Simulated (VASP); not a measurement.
Set up this calculation in VASP 6.6.1, as the native input.

| Item | Value |
| --- | --- |
| Task | single point |
| Functional | r2SCAN |
| Potentials or basis | VASP PAW PBE potentials, release 64 (Cs_sv, Br) |
| Cutoff | 550 eV |
| k mesh | 8 × 8 × 8 |
| Occupations | fermi-dirac, width 0.02 eV |
| Spin | no spin polarisation |
| Dipole correction | no |
| Further INCAR settings | ALGO = Normal; EDIFF = 1e-06; NBANDS = 15 |

CsBr:

```xyz
2
Lattice="4.3794 0.0000 0.0000 0.0000 4.3794 0.0000 0.0000 0.0000 4.3794" Properties=species:S:1:pos:R:3 pbc="T T T"
Cs    0.0000    0.0000    0.0000
Br    2.1897    2.1897    2.1897
```

The input as run:

POSCAR

```
CsBr
1.0
    4.3794066800      0.0000000000      0.0000000000
    0.0000000000      4.3794066800      0.0000000000
    0.0000000000      0.0000000000      4.3794066800
Cs Br
1 1
Direct
    0.0000000000      0.0000000000      0.0000000000
    0.5000000000      0.5000000000      0.5000000000
```

INCAR.step1

```
SYSTEM = CsBr
PREC = Accurate ; ENCUT = 550
ISMEAR = -1 ; SIGMA = 0.02
LREAL = .False. ; LASPH = .True.
NELM = 120 ; NBANDS = 15
GGA = PE ; ALGO = Normal
EDIFF = 1E-5 ; LWAVE = .True.
LCHARG = .False. ; GGA_COMPAT = .False.
```

INCAR.step2

```
SYSTEM = CsBr
PREC = Accurate ; ENCUT = 550
EDIFF = 1E-6 ; ISMEAR = -1
SIGMA = 0.02 ; LREAL = .False.
LASPH = .True. ; NELM = 120
ALGO = Normal ; ISIF = 2
LWAVE = .False. ; LCHARG = .False.
METAGGA = R2SCAN ; LMIXTAU = .True.
NBANDS = 15 ; ISTART = 1
GGA_COMPAT = .False.
```

KPOINTS

```
regular mesh
0
Gamma
  8 8 8
  0 0 0
```

Potentials or basis: VASP PAW PBE potentials, release 64 (Cs_sv, Br).

Launch:

```sh
$ cat potpaw_PBE.64/Cs_sv/POTCAR potpaw_PBE.64/Br/POTCAR > POTCAR
$ cp INCAR.step1 INCAR
$ mpirun -np 1 vasp_std > vasp.out
$ cp INCAR.step2 INCAR
$ mpirun -np 1 vasp_std > vasp.out
```

It gave:

- Pressure: -0.5 GPa
- Band gap on the k mesh: 5.01 eV (least direct gap 5.03 eV)

Caveat: the PAW data sets were made with another functional, which shifts forces and pressure a little; spin-orbit coupling is left out, which moves the levels of the heavy elements.

Run time: 73 s on 1 thread of Intel(R) Xeon(R) Platinum 8559C (Emerald Rapids), with other jobs on the host, peak memory 0.24 GiB.
